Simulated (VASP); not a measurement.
A run of VASP 6.6.1:

The input POSCAR:

```
GaAs
1.0
    0.0000000000      2.8330790749      2.8330790749
    2.8330790749      0.0000000000      2.8330790749
    2.8330790749      2.8330790749      0.0000000000
Ga As
1 1
Direct
    0.0000000000      0.0000000000      0.0000000000
    0.2500000000      0.2500000000      0.2500000000
```

INCAR.step1

```
SYSTEM = GaAs
PREC     = Accurate       ! precision mode
ENCUT    = 520            ! plane-wave cutoff, eV
ISMEAR   = 0              ! smearing method
SIGMA    = 0.01           ! smearing width, eV
LREAL    = .FALSE.        ! projectors in reciprocal space
LASPH    = .TRUE.         ! aspherical terms in the spheres
NELM     = 80             ! most SCF steps
NBANDS   = 16             ! bands
GGA      = PE             ! functional
ALGO     = Normal         ! electronic algorithm
EDIFF    = 1E-4           ! SCF threshold, eV
LWAVE    = .TRUE.         ! write WAVECAR
LCHARG   = .FALSE.        ! write CHGCAR
```

INCAR.step2

```
SYSTEM = GaAs
PREC     = Accurate       ! precision mode
ENCUT    = 520            ! plane-wave cutoff, eV
EDIFF    = 1E-6           ! SCF threshold, eV
ISMEAR   = 0              ! smearing method
SIGMA    = 0.01           ! smearing width, eV
LREAL    = .FALSE.        ! projectors in reciprocal space
LASPH    = .TRUE.         ! aspherical terms in the spheres
NELM     = 80             ! most SCF steps
ALGO     = Normal         ! electronic algorithm
ISIF     = 2              ! what is computed and relaxed
LWAVE    = .FALSE.        ! write WAVECAR
LCHARG   = .FALSE.        ! write CHGCAR
METAGGA  = R2SCAN         ! meta-GGA
LMIXTAU  = .TRUE.       
NBANDS   = 16             ! bands
ISTART   = 1
```

KPOINTS

```
Automatic mesh
0
G
  6 6 6
  0 0 0
```

Potentials or basis: VASP PAW PBE potentials, release 64 (Ga_d, As).

The run is started by

```bash
$ cat potpaw_PBE.64/Ga_d/POTCAR potpaw_PBE.64/As/POTCAR > POTCAR
$ cp INCAR.step1 INCAR
$ mpirun -np 1 vasp_std > vasp.out
$ cp INCAR.step2 INCAR
$ mpirun -np 1 vasp_std > vasp.out
```

Hardware: 1 thread of Intel Xeon 6975P-C, on a shared host.

Problem. How long does it take, and how much memory?

Solution. It took 33 s on 1 thread of Intel Xeon 6975P-C, on a shared host, peak memory 0.17 GiB. Counts: k points 16.
